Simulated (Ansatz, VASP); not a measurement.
CoSi3: VASP beside Ansatz

INCAR

```
PREC = Accurate ; ENCUT = 600
EDIFF = 1E-7 ; ISMEAR = 0
SIGMA = 0.1 ; LREAL = F
LASPH = T ; NELM = 150
ALGO = Normal ; ISIF = 3
LWAVE = F ; LCHARG = F
ISPIN = 2 ; MAGMOM = 0.53 0 0 0
LORBIT = 11 ; LMAXMIX = 4
GGA = PE ; IBRION = 2
NSW = 100 ; EDIFFG = -0.01
```

The input KPOINTS:

```
regular mesh
0
Gamma
  12 12 12
```

POSCAR

```
CoSi3
1.0
    3.6802257733      0.0000000000      0.0000000000
    0.0000000000      3.6802257733      0.0000000000
    0.0000000000      0.0000000000      3.6802257733
Co Si
1 3
Direct
    0.0000000000      0.0000000000      0.0000000000
    0.0000000000      0.5000000000      0.5000000000
    0.5000000000      0.0000000000      0.5000000000
    0.5000000000      0.5000000000      0.0000000000
```

Input for Ansatz:

```yaml
crystal:
  lattice:
    - [3.6802257733, 0.0, 0.0]
    - [0.0, 3.6802257733, 0.0]
    - [0.0, 0.0, 3.6802257733]
  atoms:
    - { symbol: Co, position: [0.0, 0.0, 0.0], spin: 0.53 }
    - { symbol: Si, position: [0.0, 0.5, 0.5] }
    - { symbol: Si, position: [0.5, 0.0, 0.5] }
    - { symbol: Si, position: [0.5, 0.5, 0.0] }
basis:
  ecutwfc: 420
kpoints:
  mp_grid: { grid: [12, 12, 12] }
hamiltonian:
  xc: pbe
scf:
  occupations: { method: gaussian, width: 0.1 }
output:
  forces: true
  stress: true
  eigenvalues: true
  populations: true
magnetization:
  spin_polarized: true
relax:
  adjacent_minimum: "off"
  f_tol: 0.01
  max_steps: 80
  cell: { stress_tol: 0.05 }
```

Alike in both runs: task relaxation of cell and atoms; functional PBE; k mesh 12 × 12 × 12; occupations gaussian, width 0.1 eV; collinear spin.

|  | VASP | Ansatz |
| --- | --- | --- |
| version | VASP 6.6.1 | Ansatz 0.2.0 |
| potentials or method | VASP PAW PBE potentials, release 64 (Co, Si), cutoff 600 eV | scalar-relativistic, plane waves, PAW |
| valence electrons in the cell | 21 | 29 |

```tsv
	VASP	Ansatz	Ansatz less VASP
gap on the k mesh at the Fermi level, each at its own relaxed structure (eV)	none	none	-
net moment per atom (μB)	0.00	0.00	0.000
relaxed volume (Å³/atom)	12.53	12.53	+0.003
relaxed length of the cell vector where the two differ most in proportion (Å)	3.687	3.687	+0.0003
```

A gap of «none» marks a metal or a gap that the smearing closes. VASP's potentials hold 21 valence electrons a cell and Ansatz's 29, so a difference there can come from the potentials and not from the codes. Ansatz's warnings: seeded moment not kept.
